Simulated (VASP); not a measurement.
# TaN (P-6m2) in VASP: further runs

The runs below take TaN through relaxation of cell and atoms, with PBE+U.

Everything below comes from runs of VASP 6.6.1. Logs are shortened: lines on timing, memory, paths and dates and some standing lists are left out, and cuts for length are marked.

## 1. The cell of the first run

It takes space group P-6m2 (No. 187, hexagonal). Conventional cell: a = 2.938 Å, b = 2.938 Å, c = 2.883 Å, α = 90.00°, β = 90.00°, γ = 120.00°. Ta (site symmetry -6m2) has 6 N at 2.23 Å and 2 Ta at 2.88 Å within 2.9 Å. Within 2.9 Å of N (site symmetry -6m2) lie 6 Ta at 2.23 Å and 2 N at 2.88 Å.

## 2. Relaxation of cell and atoms, PBE+U

Contents of INCAR:

```
SYSTEM = TaN
PREC     = Accurate       ! precision mode
ENCUT    = 600            ! plane-wave cutoff, eV
EDIFF    = 1E-6           ! SCF threshold, eV
ISMEAR   = -1             ! smearing method
SIGMA    = 0.05           ! smearing width, eV
LREAL    = .False.        ! projectors in reciprocal space
LASPH    = .True.         ! aspherical terms in the spheres
NELM     = 150            ! most SCF steps
ALGO     = Normal         ! electronic algorithm
ISIF     = 3              ! what is computed and relaxed
LWAVE    = .False.        ! write WAVECAR
LCHARG   = .False.        ! write CHGCAR
LMAXMIX  = 4              ! l up to which the mixer works
LDAU     = .True.         ! DFT+U
LDAUTYPE = 2            
LDAUL    = 2 -1           ! shell
LDAUU    = 5 0            ! U, eV
LDAUJ    = 0 0          
LDAUPRINT= 1            
GGA      = PE             ! functional
IBRION   = 2              ! ionic algorithm
NSW      = 60             ! ionic steps
EDIFFG   = -0.01          ! ionic threshold
```

Contents of KPOINTS:

```
Automatic mesh
0
Gamma
  10 10 9
  0 0 0
```

Contents of POSCAR:

```
TaN
1.0
    2.9380011100      0.0000000000      0.0000000000
   -1.4690005500      2.5443836000      0.0000000000
    0.0000000000      0.0000000000      2.8830022100
Ta N
1 1
Direct
    0.3333333333      0.6666666667      0.5000000000
    0.0000000000      0.0000000000      0.0000000000
```

Potentials or basis: VASP PAW PBE potentials, release 64 (Ta_pv, N).

On the command line:

```
> cat potpaw_PBE.64/Ta_pv/POTCAR potpaw_PBE.64/N/POTCAR > POTCAR
> mpirun -np 1 vasp_std > vasp.out
```

OUTCAR:

```text
SYSTEM = TaN
   PREC = Accurate
   ENCUT = 600
   EDIFF = 1E-6
   ISMEAR = -1
   LREAL = .False.
   LASPH = .True.
   NELM = 150
   ISIF = 3
   GGA = PE
   IBRION = 2
   NSW = 60
   EDIFFG = -0.01

 ion  position               nearest neighbor table
   1  0.333  0.667  0.500-   2 2.23   2 2.23   2 2.23   2 2.23   2 2.23   2 2.23
   2  0.000  0.000  0.000-   1 2.23   1 2.23   1 2.23   1 2.23   1 2.23   1 2.23

  LATTYP: Found a hexagonal cell.
 ALAT       =     2.9380011100
 C/A-ratio  =     0.9812801636

  Lattice vectors:

 A1 = (   2.9380011100,   0.0000000000,   0.0000000000)
 A2 = (  -1.4690005500,   2.5443836000,   0.0000000000)
 A3 = (   0.0000000000,   0.0000000000,   2.8830022100)

Analysis of symmetry for initial positions (statically):
=====================================================================
 Subroutine PRICEL returns:
 Original cell was already a primitive cell.

 Routine SETGRP: Setting up the symmetry group for a
 hexagonal supercell.

 Subroutine GETGRP returns: Found 12 space group operations
 (whereof 12 operations were pure point group operations)
 out of a pool of 24 trial point group operations.

The static configuration has the point symmetry D_3h.

Analysis of symmetry for dynamics (positions and initial velocities):
=====================================================================
 Subroutine PRICEL returns:
 Original cell was already a primitive cell.

 Routine SETGRP: Setting up the symmetry group for a
 hexagonal supercell.

 Subroutine GETGRP returns: Found 12 space group operations
 (whereof 12 operations were pure point group operations)
 out of a pool of 24 trial point group operations.

The dynamic configuration has the point symmetry D_3h.

 Subroutine INISYM returns: Found 12 space group operations
 (whereof 12 operations are pure point group operations),
 and found     1 'primitive' translations

----------------------------------------------------------------------------------------

                                     Primitive cell

  volume of cell :      21.5516

  direct lattice vectors                    reciprocal lattice vectors
[... 314 lines left out ...]
  FREE ENERGIE OF THE ION-ELECTRON SYSTEM (eV)
  ---------------------------------------------------
  free  energy   TOTEN  =       -18.0445633240 eV

  energy  without entropy=      -18.0442420806  energy(sigma->0) =      -18.04440270

atom =   1  type =  1  l = 2

 onsite density matrix

spin component  1

  0.2428 -0.0000 -0.0000 -0.0000  0.0000
 -0.0000  0.1593 -0.0000  0.0000  0.0000
 -0.0000 -0.0000  0.2944 -0.0000  0.0000
 -0.0000  0.0000 -0.0000  0.1593 -0.0000
  0.0000  0.0000  0.0000 -0.0000  0.2428

spin component  2

  0.2428 -0.0000 -0.0000 -0.0000  0.0000
 -0.0000  0.1593 -0.0000  0.0000  0.0000
 -0.0000 -0.0000  0.2944 -0.0000  0.0000
 -0.0000  0.0000 -0.0000  0.1593 -0.0000
  0.0000  0.0000  0.0000 -0.0000  0.2428

 occupancies and eigenvectors

  o =  0.1593  v = -0.0000  0.5330 -0.0000 -0.8461 -0.0000  0.0000  0.0000  0.0000  0.0000  0.0000      0.0000  0.0000  0.0000  0.0000  0.0000  0.0000  0.0000  0.0000  0.0000  0.0000
  o =  0.1593  v =  0.0000  0.0000  0.0000  0.0000  0.0000 -0.0000  0.5330 -0.0000 -0.8461 -0.0000      0.0000  0.0000  0.0000  0.0000  0.0000  0.0000  0.0000  0.0000  0.0000  0.0000
  o =  0.1593  v = -0.0000 -0.8461  0.0000 -0.5330  0.0000  0.0000  0.0000  0.0000  0.0000  0.0000      0.0000  0.0000  0.0000  0.0000  0.0000  0.0000  0.0000  0.0000  0.0000  0.0000
  o =  0.1593  v =  0.0000  0.0000  0.0000  0.0000  0.0000 -0.0000 -0.8461  0.0000 -0.5330  0.0000      0.0000  0.0000  0.0000  0.0000  0.0000  0.0000  0.0000  0.0000  0.0000  0.0000
  o =  0.2428  v =  0.0000  0.0000  0.0000  0.0000  0.0000  0.2084 -0.0000  0.0000 -0.0000 -0.9780      0.0000  0.0000  0.0000  0.0000  0.0000  0.0000  0.0000  0.0000  0.0000  0.0000
  o =  0.2428  v =  0.2084 -0.0000  0.0000 -0.0000 -0.9780  0.0000  0.0000  0.0000  0.0000  0.0000      0.0000  0.0000  0.0000  0.0000  0.0000  0.0000  0.0000  0.0000  0.0000  0.0000
  o =  0.2428  v =  0.0000  0.0000  0.0000  0.0000  0.0000  0.9780  0.0000  0.0000 -0.0000  0.2084      0.0000  0.0000  0.0000  0.0000  0.0000  0.0000  0.0000  0.0000  0.0000  0.0000
  o =  0.2428  v =  0.9780  0.0000  0.0000 -0.0000  0.2084  0.0000  0.0000  0.0000  0.0000  0.0000      0.0000  0.0000  0.0000  0.0000  0.0000  0.0000  0.0000  0.0000  0.0000  0.0000
  o =  0.2944  v =  0.0000  0.0000  0.0000  0.0000  0.0000 -0.0000  0.0000  1.0000 -0.0000  0.0000      0.0000  0.0000  0.0000  0.0000  0.0000  0.0000  0.0000  0.0000  0.0000  0.0000
  o =  0.2944  v = -0.0000  0.0000  1.0000 -0.0000  0.0000  0.0000  0.0000  0.0000  0.0000  0.0000      0.0000  0.0000  0.0000  0.0000  0.0000  0.0000  0.0000  0.0000  0.0000  0.0000

--------------------------------------- Ionic step       10  -------------------------------------------

 number of electron      16.0000000 magnetization

 Free energy of the ion-electron system (eV)
  ---------------------------------------------------
  ext. energy  EPLUGINS =         0.00000000
  ---------------------------------------------------
  free energy    TOTEN  =       -18.04461208 eV

  energy without entropy =      -18.04429210  energy(sigma->0) =      -18.04445209

 E-fermi :   8.4913     XC(G=0): -13.0308

 val. band max:        8.3737191423   @ k =   0.0000   0.0000   0.4444
 cond. band min:       8.6775341398   @ k =   0.1000  -0.0000   0.4444
 fundamental gap:      0.3038149975
 Fermi energy:         8.4912913839

 k-point     1 :       0.0000    0.0000    0.0000
  band No.  band energies     occupation
      1     -27.8771      2.00000
      2     -27.6480      2.00000
      3     -27.6480      2.00000
      4      -9.4302      2.00000
      5       3.8759      2.00000
      6       3.8759      2.00000
      7       4.1795      2.00000
      8       5.0817      2.00000
      9       9.5384      0.00000
     10      11.5634      0.00000
     11      11.5634      0.00000
     12      12.5575      0.00000
[... 331 lines left out ...]
 k-point    24 :       0.4000    0.1000    0.1111
  band No.  band energies     occupation
      1     -28.3944      2.00000
      2     -27.8674      2.00000
      3     -27.8450      2.00000
      4      -7.2650      2.00000
      5       0.2419      2.00000
      6       3.0844      2.00000
      7       4.0424      2.00000
      8       6.0805      2.00000
      9      10.8552      0.00000
     10      11.7626      0.00000
     11      12.5171      0.00000
     12      13.8154      0.00000

 [... further k-points ...]
[... 5 lines left out ...]
  --------------------------------------------------------------------------------------
  -------------------------------------------------------------------------------------
  Total       -0.0019217     -0.0019217     -0.0011645     -0.0000000      0.0000000      0.0000000
  in kB       -0.1343899     -0.1343899     -0.0814338     -0.0000000      0.0000000      0.0000000
  external PRESSURE =      -0.1167379 kB  Pullay stress =       0.0000000 kB
[... 17 lines left out ...]
  FREE ENERGIE OF THE ION-ELECTRON SYSTEM (eV)
  ---------------------------------------------------
  free  energy   TOTEN  =       -18.0446120778 eV

  energy  without entropy=      -18.0442920978  energy(sigma->0) =      -18.04445209

 reached required accuracy - stopping structural energy minimisation
```

CONTCAR:

```text
TaN
   1.00000000000000
     2.9972106556627192    0.0000000001167437   -0.0000000000000000
    -1.4986053226294913    2.5956605707770870   -0.0000000000000000
     0.0000000000000000   -0.0000000000000000    2.9448982902023055
  Ta              N
     1     1
Direct
     0.3333333332999970    0.6666666667000030    0.5000000000000000
     0.0000000000000000    0.0000000000000000    0.0000000000000000

  0.00000000E+00  0.00000000E+00  0.00000000E+00
  0.00000000E+00  0.00000000E+00  0.00000000E+00
```

Wall time 69 s (1 thread of Intel Xeon Platinum 8259CL at 2.50GHz (Skylake/Cascade Lake), shared host); peak memory 0.17 GiB.

What came out:

```yaml
Free_energy: -18.0446 eV
Relaxed_volume: 11.46 Å³/atom
Relaxed_cell: a = 2.997 Å, b = 2.997 Å, c = 2.945 Å, α = 90.00°, β = 90.00°, γ = 120.00°
Space_group_after_relaxing_to_0.05_Å: P-6m2 (No. 187)
Energy_gained_by_relaxing: 43.8 meV/atom
Ionic_steps: 10
Pressure_after_relaxing: 0.0 GPa
Band_gap_on_the_k_mesh: zero (band 8 reaches 8.70 eV, above the bottom of band 9 at 8.37 eV)
```

Step by step:
```
step  energy change (eV)  largest force (eV/Å)  pressure (GPa)  volume (Å³)
   1              0.0000                0.0000           21.76        21.55
   2              0.3270                0.0000          -32.83        26.45
   3             -0.0874                0.0000           -0.97        22.98
   4             -0.0876                0.0000           -0.05        22.91
   5             -0.0876                0.0000            0.30        22.89
   6             -0.0876                0.0000            0.25        22.89
   7             -0.0877                0.0000            0.29        22.89
   8             -0.0877                0.0000            0.30        22.89
   9             -0.0876                0.0000           -0.40        22.95
  10             -0.0877                0.0000           -0.01        22.91
```

Final structure:
```xyz
2
Lattice="2.9972 0.0000 0.0000 -1.4986 2.5957 0.0000 0.0000 0.0000 2.9449" Properties=species:S:1:pos:R:3 pbc="T T T"
Ta    0.0000    1.7304    1.4724
N     0.0000    0.0000    0.0000
```

Eigenvalues of the final occupation matrices:
| site | spin | trace | eigenvalues |
| --- | --- | --- | --- |
| site 1 d | 1 | 1.10 | 0.16 0.16 0.24 0.24 0.29 |
| site 1 d | 2 | 1.10 | 0.16 0.16 0.24 0.24 0.29 |

Caveat: spin-orbit coupling is left out, which moves the levels of the heavy elements; U without spin polarisation on a metal has little footing. PBE usually gives volumes a little too large and moduli too small.

## 3. Relaxation of cell and atoms, PBE+U

Contents of INCAR:

```
PREC = Accurate
ENCUT = 600
EDIFF = 1E-6
ISMEAR = -1
SIGMA = 0.05
LREAL = False
LASPH = True
NELM = 150
ALGO = Normal
ISIF = 3
LWAVE = False
LCHARG = False
LMAXMIX = 4
LDAU = True
LDAUTYPE = 2
LDAUL = 2 -1
LDAUU = 6 0
LDAUJ = 0 0
LDAUPRINT = 1
GGA = PE
IBRION = 2
NSW = 60
EDIFFG = -0.01
```

Contents of KPOINTS:

```
regular mesh
0
Gamma
  10 10 9
```

POSCAR is that of step 2.

Potentials or basis: VASP PAW PBE potentials, release 64 (Ta_pv, N).

On the command line:

```
> cat potpaw_PBE.64/Ta_pv/POTCAR potpaw_PBE.64/N/POTCAR > POTCAR
> mpirun -np 1 vasp_std > vasp.out
```

Run time: 66 s. Hardware: 1 thread of Intel Xeon Platinum 8259CL at 2.50GHz (Skylake/Cascade Lake), shared host; peak memory 0.17 GiB.

The run converged. Its results:

```yaml
Free_energy: -17.2090 eV
Relaxed_volume: 11.57 Å³/atom
Relaxed_cell: a = 3.007 Å, b = 3.007 Å, c = 2.955 Å, α = 90.00°, β = 90.00°, γ = 120.00°
Space_group_after_relaxing_to_0.05_Å: P-6m2 (No. 187)
Energy_gained_by_relaxing: 58.9 meV/atom
Ionic_steps: 10
Pressure_after_relaxing: 0.0 GPa
Band_gap_on_the_k_mesh: zero (band 8 reaches 8.78 eV, above the bottom of band 9 at 8.45 eV)
```

The path:
```
step  energy change (eV)  largest force (eV/Å)  pressure (GPa)  volume (Å³)
   1              0.0000                0.0000           25.31        21.55
   2              0.4225                0.0000          -35.52        27.31
   3             -0.1174                0.0000           -1.26        23.23
   4             -0.1178                0.0000           -0.09        23.14
   5             -0.1177                0.0000            0.31        23.11
   6             -0.1178                0.0000            0.26        23.12
   7             -0.1179                0.0000            0.31        23.12
   8             -0.1179                0.0000            0.31        23.11
   9             -0.1178                0.0000           -0.42        23.17
  10             -0.1179                0.0000           -0.01        23.14
```

Final structure:
```
Ta N
1.0
     3.00698    0.00000    0.00000
    -1.50349    2.60412    0.00000
     0.00000    0.00000    2.95453
Ta N
1 1
Cartesian
  0.0000 1.7361 1.4773
  0.0000 0.0000 0.0000
```

Levels at points of the mesh, in eV from the Fermi level:
| k point | band 6 | band 7 | band 8 | band 9 | band 10 | band 11 |
| --- | --- | --- | --- | --- | --- | --- |
| (0.00, 0.00, 0.00) | -4.64 | -4.35 | -3.51 | 0.83 | 3.00 | 3.00 |
| (0.50, 0.00, 0.00) | -5.12 | -3.67 | -3.53 | 3.19 | 3.35 | 4.79 |

Eigenvalues of the final occupation matrices:
```tsv
site	spin	trace	eigenvalues
site 1 d	1	1.07	0.15 0.15 0.24 0.24 0.29
site 1 d	2	1.07	0.15 0.15 0.24 0.24 0.29
```

Caveat: spin-orbit coupling is left out, which moves the levels of the heavy elements; U without spin polarisation on a metal has little footing. Zero-point motion and thermal expansion aren't in these numbers.

## 4. Relaxation of cell and atoms, PBE+U

Contents of INCAR:

```
PREC = Accurate
ENCUT = 600
EDIFF = 1E-6
ISMEAR = -1
SIGMA = 0.05
LREAL = F
LASPH = T
NELM = 150
ALGO = Normal
ISIF = 3
LWAVE = F
LCHARG = F
LMAXMIX = 4
LDAU = T
LDAUTYPE = 2
LDAUL = 2 -1
LDAUU = 8 0
LDAUJ = 0 0
LDAUPRINT = 1
GGA = PE
IBRION = 2
NSW = 60
EDIFFG = -0.01
```

KPOINTS is that of step 3.

POSCAR is that of step 3.

On the command line:

```
> cat potpaw_PBE.64/Ta_pv/POTCAR potpaw_PBE.64/N/POTCAR > POTCAR
> mpirun -np 1 vasp_std > vasp.out
```

Run time: 76 s. Hardware: 1 thread of Intel Xeon Platinum 8259CL at 2.50GHz (Skylake/Cascade Lake), shared host; peak memory 0.16 GiB.

It converged, with:

```
Free energy                            : -15.5871 eV
Relaxed volume                         : 11.80 Å³/atom
Relaxed cell                           : a = 3.027 Å, b = 3.027 Å, c = 2.974 Å, α = 90.00°, β = 90.00°, γ = 120.00°
Space group after relaxing (to 0.05 Å) : P-6m2 (No. 187)
Energy gained by relaxing              : 96.9 meV/atom
Ionic steps                            : 13
Pressure after relaxing                : 0.0 GPa
Band gap on the k mesh                 : zero (band 8 reaches 8.96 eV, above the bottom of band 9 at 8.62 eV)
```

The path:
```tsv
step	energy change (eV)	largest force (eV/Å)	pressure (GPa)	volume (Å³)
1	0.0000	0.0000	32.67	21.55
2	0.6400	0.0000	-39.58	29.16
3	-0.1925	0.0000	-1.99	23.77
4	-0.1936	0.0000	-0.20	23.62
5	-0.1936	0.0000	0.34	23.58
6	-0.1937	0.0000	0.27	23.59
7	-0.1937	0.0000	0.31	23.58
8	-0.1937	0.0000	0.29	23.58
9	-0.1937	0.0000	0.33	23.58
10	-0.1937	0.0000	0.29	23.58
11	-0.1937	0.0000	0.31	23.58
12	-0.1937	0.0000	-0.39	23.64
13	-0.1938	0.0000	-0.01	23.60
```

Final structure:
```xyz
2
Lattice="3.0271 0.0000 0.0000 -1.5136 2.6216 0.0000 0.0000 0.0000 2.9744" Properties=species:S:1:pos:R:3 pbc="T T T"
Ta    0.0000    1.7477    1.4872
N     0.0000    0.0000    0.0000
```

Levels at points of the mesh, in eV from the Fermi level:
```csv
k point,band 5,band 6,band 7,band 8,band 9,band 10,band 11,band 12
"(0.00, 0.00, 0.00)",-4.69,-4.69,-4.44,-3.71,0.39,2.84,2.84,4.23
"(0.50, 0.00, 0.00)",-8.78,-5.12,-3.85,-3.57,3.16,3.30,4.69,4.70
```

Eigenvalues of the final occupation matrices:
| site | spin | trace | eigenvalues |
| --- | --- | --- | --- |
| site 1 d | 1 | 1.02 | 0.14 0.14 0.23 0.23 0.29 |
| site 1 d | 2 | 1.02 | 0.14 0.14 0.23 0.23 0.29 |

Caveat: spin-orbit coupling is left out, which moves the levels of the heavy elements; U without spin polarisation on a metal has little footing.

## 5. The runs side by side

| U | gap on the mesh (eV) | pressure (GPa) | relaxed volume (Å³/atom) |
| --- | --- | --- | --- |
| Ta d U = 5.0 eV | none | 0.0 | 11.46 |
| Ta d U = 6.0 eV | none | 0.0 | 11.57 |
| Ta d U = 8.0 eV | none | 0.0 | 11.80 |

Alike in all rows: task relaxation of cell and atoms; level PBE+U; potentials or basis VASP PAW PBE potentials, release 64 (Ta_pv, N); no spin polarisation; cell relaxed; k mesh 10 × 10 × 9; cutoff (eV) 600; smearing fermi-dirac 0.05 eV.

Caveats: spin-orbit coupling is left out, which moves the levels of the heavy elements; U without spin polarisation on a metal has little footing.

Total energies depend on the potentials used, so only differences within one code and one set of settings carry meaning.
